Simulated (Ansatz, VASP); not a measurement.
Two plane-wave programs on Sb

File INCAR:

```
  PREC = Accurate
  ENCUT = 520
  EDIFF = 1E-7
  ISMEAR = 0
  SIGMA = 0.1
  LREAL = F
  LASPH = T
  NELM = 100
  ALGO = Normal
  ISIF = 2
  LWAVE = F
  LCHARG = F
  GGA = PS
  NBANDS = 12
```

KPOINTS

```
Automatic mesh
0
Gamma
  20 14 14
```

Contents of POSCAR:

```
Sb
1.0
    3.0637568998      0.0000000000      0.0126666375
    0.0000000000      4.3256139648      0.0000000000
   -0.0203108920      0.0000000000      4.3263950861
Sb
2
Direct
    0.9999275747      0.7500000000      0.7499782594
    0.0000724253      0.2500000000      0.2500217406
```

Input for Ansatz:

```yaml
crystal:
  lattice:
    - [3.0637568998, 0.0, 0.0126666375]
    - [0.0, 4.3256139648, 0.0]
    - [-0.020310892, 0.0, 4.3263950861]
  atoms:
    - { symbol: Sb, position: [0.9999275747, 0.75, 0.7499782594] }
    - { symbol: Sb, position: [7.24253e-05, 0.25, 0.2500217406] }
basis:
  ecutwfc: 420
kpoints:
  mp_grid: { grid: [20, 14, 14] }
hamiltonian:
  xc: pbesol
scf:
  occupations: { method: gaussian, width: 0.1 }
output:
  forces: true
  stress: true
  eigenvalues: true
```

Alike in both runs: task single point; functional PBEsol; k mesh 20 × 14 × 14; occupations gaussian, width 0.1 eV; no spin polarisation.

|  | VASP | Ansatz |
| --- | --- | --- |
| version | VASP 6.6.1 | Ansatz 0.2.0 |
| potentials or method | VASP PAW PBE potentials, release 64 (Sb), cutoff 520 eV | scalar-relativistic, plane waves, PAW |
| valence electrons in the cell | 10 | 30 |

Ansatz gave:

- gap on the k mesh at the Fermi level (eV): none
- pressure (GPa): 0.0
- traceless stress, the component that is largest in VASP (GPa): -0.33

What did VASP give for the same quantities?

gap on the k mesh at the Fermi level (eV): none; pressure (GPa): 0.1; traceless stress, the component that is largest in VASP (GPa): -0.34.

VASP's potentials were made for PBE, not for PBEsol. A gap of «none» marks a metal or a gap that the smearing closes. VASP's potentials hold 10 valence electrons a cell and Ansatz's 30, so a difference there can come from the potentials and not from the codes.

Spin-orbit coupling is off throughout.
